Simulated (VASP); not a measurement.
# HfN (R-3m) in VASP: notebook, part 2 of 2

VASP 6.6.1. The steps go on from the part before.

### 4 Single point, PBE

This run uses another cell than the first one, of the same volume but with other edges.

Input file INCAR:

```
PREC = Accurate
ENCUT = 520
EDIFF = 1E-6
ISMEAR = 0
SIGMA = 0.15
LREAL = False
LASPH = True
NELM = 80
ALGO = Normal
ISIF = 2
LWAVE = False
LCHARG = False
GGA = PE
NBANDS = 14
```

Input file KPOINTS:

```
regular mesh
0
Gamma
  20 20 20
```

Input file POSCAR:

```
HfN
1.0
    0.2834400519      2.4092404411      2.4092404411
    2.4092404411      0.2834400519      2.4092404411
    2.4092404411      2.4092404411      0.2834400519
Hf N
1 1
Direct
    0.0000000000      0.0000000000      0.0000000000
    0.5000000000      0.5000000000      0.5000000000
```

Potentials or basis: VASP PAW PBE potentials, release 64 (Hf_pv, N).

Launch:

```console
cat potpaw_PBE.64/Hf_pv/POTCAR potpaw_PBE.64/N/POTCAR > POTCAR
mpirun -np 1 vasp_std > vasp.out
```

OUTCAR:

```text
PREC = Accurate
   ENCUT = 520
   EDIFF = 1E-6
   ISMEAR = 0
   LREAL = False
   LASPH = True
   NELM = 80
   ISIF = 2
   GGA = PE

 ion  position               nearest neighbor table
   1  0.000  0.000  0.000-   2 2.28   2 2.28   2 2.28   2 2.28   2 2.28   2 2.28
   2  0.500  0.500  0.500-   1 2.28   1 2.28   1 2.28   1 2.28   1 2.28   1 2.28

  LATTYP: Found a trigonal (rhomboedric) cell.
 ALAT       =     3.4189497319
 COS(alpha) =     0.6134020619

  Lattice vectors:

 A1 = (   0.2834400519,   2.4092404411,   2.4092404411)
 A2 = (   2.4092404411,   0.2834400519,   2.4092404411)
 A3 = (   2.4092404411,   2.4092404411,   0.2834400519)

Analysis of symmetry for initial positions (statically):
=====================================================================
 Subroutine PRICEL returns:
 Original cell was already a primitive cell.

 Routine SETGRP: Setting up the symmetry group for a
 trigonal (rhombohedral) supercell.

 Subroutine GETGRP returns: Found 12 space group operations
 (whereof 12 operations were pure point group operations)
 out of a pool of 12 trial point group operations.

[... 177 lines left out ...]
      6       5.7736      2.00000
      7       5.9694      2.00000
      8       5.9694      2.00000
      9       8.5191      0.00001
     10       8.5191      0.00001
     11      10.9146      0.00000
     12      10.9146      0.00000
     13      11.0983      0.00000
     14      18.2512      0.00000
[... 377 lines left out ...]
      1     -23.7934      2.00000
      2     -22.9928      2.00000
      3     -22.9529      2.00000
      4      -6.7833      2.00000
      5       0.5414      2.00000
      6       1.6746      2.00000
      7       3.3634      2.00000
      8       8.5937      0.00000
      9      10.5616      0.00000
     10      12.9168      0.00000
     11      14.5639      0.00000
     12      15.5442      0.00000
     13      16.4095      0.00000
     14      20.4255      0.00000

 [... further k-points ...]

------------------------ aborting loop because EDIFF is reached ----------------------------------------

  FORCE on cell =-STRESS in cart. coord.  units (eV):
  Direction    XX          YY          ZZ          XY          YZ          ZX
  --------------------------------------------------------------------------------------
  -------------------------------------------------------------------------------------
  Total        0.6746174      0.6746174      0.6746174     -2.6056515     -2.6056515     -2.6056515
  in kB       46.8801943     46.8801943     46.8801943   -181.0707177   -181.0707177   -181.0707177
  external PRESSURE =      46.8801943 kB  Pullay stress =       0.0000000 kB

 VOLUME and BASIS-vectors are now :
 -----------------------------------------------------------------------------
  energy-cutoff  :      520.00
  volume of cell :       23.06
      direct lattice vectors                 reciprocal lattice vectors
     0.283440052  2.409240441  2.409240441    -0.248272500  0.222138553  0.222138553
     2.409240441  0.283440052  2.409240441     0.222138553 -0.248272500  0.222138553
     2.409240441  2.409240441  0.283440052     0.222138553  0.222138553 -0.248272500

 POSITION                                       TOTAL-FORCE (eV/Angst)
 -----------------------------------------------------------------------------------
      0.00000      0.00000      0.00000        -0.000000      0.000000      0.000000
      2.55096      2.55096      2.55096         0.000000     -0.000000     -0.000000
 -----------------------------------------------------------------------------------
    total drift:                                0.000000      0.000000      0.000000

  FREE ENERGIE OF THE ION-ELECTRON SYSTEM (eV)
  ---------------------------------------------------
  free  energy   TOTEN  =       -21.3241459520 eV

  energy  without entropy=      -21.3179623051  energy(sigma->0) =      -21.32105413
```

OSZICAR:

```text
N       E                     dE             d eps       ncg     rms          rms(c)
DAV:   1     0.387008186144E+02    0.38701E+02   -0.77965E+03 21940   0.101E+03
DAV:   2    -0.223573697799E+02   -0.61058E+02   -0.56988E+02 28772   0.237E+02
DAV:   3    -0.243263939076E+02   -0.19690E+01   -0.19611E+01 25372   0.349E+01
DAV:   4    -0.243336245686E+02   -0.72307E-02   -0.72295E-02 26154   0.247E+00
DAV:   5    -0.243336700698E+02   -0.45501E-04   -0.45502E-04 25220   0.168E-01    0.477E+01
DAV:   6    -0.214398771697E+02    0.28938E+01   -0.86045E+00 25948   0.221E+01    0.417E+01
DAV:   7    -0.213534426332E+02    0.86435E-01   -0.52049E-01 26896   0.625E+00    0.266E+01
DAV:   8    -0.213299457580E+02    0.23497E-01   -0.11965E-01 27688   0.296E+00    0.599E+00
DAV:   9    -0.213242343635E+02    0.57114E-02   -0.14689E-02 25060   0.976E-01    0.158E+00
DAV:  10    -0.213241612494E+02    0.73114E-04   -0.90528E-04 29208   0.275E-01    0.175E-01
DAV:  11    -0.213241454424E+02    0.15807E-04   -0.58334E-05 24652   0.743E-02    0.282E-02
DAV:  12    -0.213241459520E+02   -0.50957E-06   -0.45756E-06 28444   0.190E-02
   1 F= -.21324146E+02 E0= -.21321054E+02  d E =-.618365E-02
```

stdout:

```text
POSCAR found type information on POSCAR HfN
 POSCAR found :  2 types and       2 ions
 scaLAPACK will be used
 LDA part: xc-table for (Slater+PW92), standard interpolation
 POSCAR, INCAR and KPOINTS ok, starting setup
 FFT: planning ... GRIDC
 FFT: planning ... GRID_SOFT
 FFT: planning ... GRID
 WAVECAR not read
 entering main loop
```

Wall time 5.1 min (1 thread of AMD EPYC 7R13 (Zen 3), shared host); peak memory 0.35 GiB.

Results:

```yaml
Free_energy: -21.3241 eV
Pressure: 4.7 GPa
```

Caveat: spin-orbit coupling is left out, which moves the levels of the heavy elements.

### 5 Single point, PBE

This run uses another cell than the first one, of the same volume but with other edges.

Input file INCAR:

```
ALGO = Normal
EDIFF = 1E-6
ENCUT = 520
GGA = PE
ISIF = 2
ISMEAR = 0
LASPH = T
LCHARG = F
LREAL = F
LWAVE = F
NBANDS = 14
NELM = 100
PREC = Accurate
SIGMA = 0.15
```

Input file KPOINTS:

```
k-points
0
Gamma
  20 20 20
```

Input file POSCAR:

```
HfN
1.0
    0.8832968970      2.7760759619      2.7760759619
    2.7760759619      0.8832968970      2.7760759619
    2.7760759619      2.7760759619      0.8832968970
Hf N
1 1
Direct
    0.0000000000      0.0000000000      0.0000000000
    0.5000000000      0.5000000000      0.5000000000
```

Potentials or basis: VASP PAW PBE potentials, release 64 (Hf_pv, N).

Launch:

```console
cat potpaw_PBE.64/Hf_pv/POTCAR potpaw_PBE.64/N/POTCAR > POTCAR
mpirun -np 1 vasp_std > vasp.out
```

OUTCAR:

```text
EDIFF = 1E-6
   ENCUT = 520
   GGA = PE
   ISIF = 2
   ISMEAR = 0
   LASPH = T
   LREAL = F
   NELM = 100
   PREC = Accurate

 ion  position               nearest neighbor table
   1  0.000  0.000  0.000-   2 2.42   2 2.42   2 2.42   2 2.42   2 2.42   2 2.42
   2  0.500  0.500  0.500-   1 2.42   1 2.42   1 2.42   1 2.42   1 2.42   1 2.42

  LATTYP: Found a trigonal (rhomboedric) cell.
 ALAT       =     4.0241034903
 COS(alpha) =     0.7787610620

  Lattice vectors:

 A1 = (   0.8832968970,   2.7760759619,   2.7760759619)
 A2 = (   2.7760759619,   0.8832968970,   2.7760759619)
[... 586 lines left out ...]
     10      13.6696      0.00000
     11      14.2477      0.00000
     12      15.0341      0.00000
     13      15.9744      0.00000
     14      19.6828      0.00000

 [... further k-points ...]
[... 5 lines left out ...]
  --------------------------------------------------------------------------------------
  -------------------------------------------------------------------------------------
  Total        2.4402983      2.4402983      2.4402983     -6.6967917     -6.6967917     -6.6967917
  in kB      169.5800677    169.5800677    169.5800677   -465.3703210   -465.3703210   -465.3703210
  external PRESSURE =     169.5800677 kB  Pullay stress =       0.0000000 kB

 VOLUME and BASIS-vectors are now :
 -----------------------------------------------------------------------------
  energy-cutoff  :      520.00
  volume of cell :       23.06
      direct lattice vectors                 reciprocal lattice vectors
     0.883296897  2.776075962  2.776075962    -0.300419347  0.227904332  0.227904332
     2.776075962  0.883296897  2.776075962     0.227904332 -0.300419347  0.227904332
     2.776075962  2.776075962  0.883296897     0.227904332  0.227904332 -0.300419347

 POSITION                                       TOTAL-FORCE (eV/Angst)
 -----------------------------------------------------------------------------------
      0.00000      0.00000      0.00000        -0.000000      0.000000      0.000000
      3.21772      3.21772      3.21772         0.000000     -0.000000     -0.000000
 -----------------------------------------------------------------------------------
    total drift:                                0.000000      0.000000      0.000000

  FREE ENERGIE OF THE ION-ELECTRON SYSTEM (eV)
  ---------------------------------------------------
  free  energy   TOTEN  =       -17.3559413085 eV

  energy  without entropy=      -17.3341112694  energy(sigma->0) =      -17.34502629
```

stdout:

```text
POSCAR found type information on POSCAR HfN
 POSCAR found :  2 types and       2 ions
 scaLAPACK will be used
 LDA part: xc-table for (Slater+PW92), standard interpolation
 POSCAR, INCAR and KPOINTS ok, starting setup
 FFT: planning ... GRIDC
 FFT: planning ... GRID_SOFT
 FFT: planning ... GRID
 WAVECAR not read
 entering main loop
```

Run time: 7.7 min. Hardware: 1 thread of AMD EPYC 7R13 (Zen 3), shared host; peak memory 0.36 GiB.

Results:

```yaml
Free_energy: -17.3559 eV
Pressure: 17.0 GPa
```

Levels at points of the mesh, in eV from the Fermi level:
```
           k point  band 6  band 7  band 8  band 9  band 10  band 11
(0.00, 0.00, 0.00)   -2.80    1.30    1.30    1.83     1.83     6.66
(0.50, 0.00, 0.00)   -5.86   -1.63   -1.04    7.27     7.28     8.02
(0.50, 0.50, 0.00)   -3.65   -1.99    0.18    1.73     5.24     5.27
(0.50, 0.50, 0.50)   -0.91   -0.13   -0.13    3.30     3.30     8.15
```

Caveat: spin-orbit coupling is left out, which moves the levels of the heavy elements.

### 6 Overview

| cell | gap on the mesh (eV) | pressure (GPa) |
| --- | --- | --- |
| a = 2.868 Å, angles 82.7°, 2 atoms | none | -2.5 |
| a = 3.045 Å, angles 67.3°, 2 atoms | none | 3.1 |
| a = 3.419 Å, angles 52.2°, 2 atoms | none | 4.7 |
| a = 4.024 Å, angles 38.9°, 2 atoms | none | 17.0 |

Alike in all rows: task single point; level PBE; potentials or basis VASP PAW PBE potentials, release 64 (Hf_pv, N); no spin polarisation; k mesh 20 × 20 × 20; cutoff (eV) 520; smearing gaussian 0.15 eV.

Caveats: spin-orbit coupling is left out, which moves the levels of the heavy elements.

Absolute energies hang on the potentials; compare differences alone.
